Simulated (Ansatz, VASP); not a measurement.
**One calculation of MgBe2S3, two programs**

```xyz
6
Lattice="2.6988 -4.5323 0.0000 2.6988 4.5323 0.0000 0.0000 0.0000 4.1876" Properties=species:S:1:pos:R:3 pbc="T T T"
Mg    0.0000    0.0000    0.0000
Be    1.3494   -2.2662    2.0938
Be    1.3494    2.2662    2.0938
S     2.6988   -1.4602    0.0000
S     2.6988    1.4602    0.0000
S     2.6988    0.0000    2.0938
```

Change from the starting cell: species swapped into the LaAl2Cu3 type (Cmmm, No. 65).

Alike in both runs: task relaxation of cell and atoms; functional PBE; k mesh 4 × 4 × 4; occupations gaussian, width 0.1 eV; no spin polarisation.

```csv
,VASP,Ansatz
version,VASP 6.6.1,Ansatz 0.2.0
potentials or method,"VASP PAW PBE potentials, release 64 (Mg_sv, Be, S), cutoff 750 eV","scalar-relativistic, plane waves, PAW"
valence electrons in the cell,32,32
```

|  | VASP | Ansatz | Ansatz less VASP |
| --- | --- | --- | --- |
| gap on the k mesh at the Fermi level, each at its own relaxed structure (eV) | none | none | - |
| relaxed volume (Å³/atom) | 15.44 | 16.80 | +1.358 |
| relaxed length of the cell vector where the two differ most in proportion (Å) | 7.263 | 7.653 | +0.3897 |

A gap of «none» marks a metal or a gap that the smearing closes.

The k mesh is coarse, so the values compare programs but aren't converged.
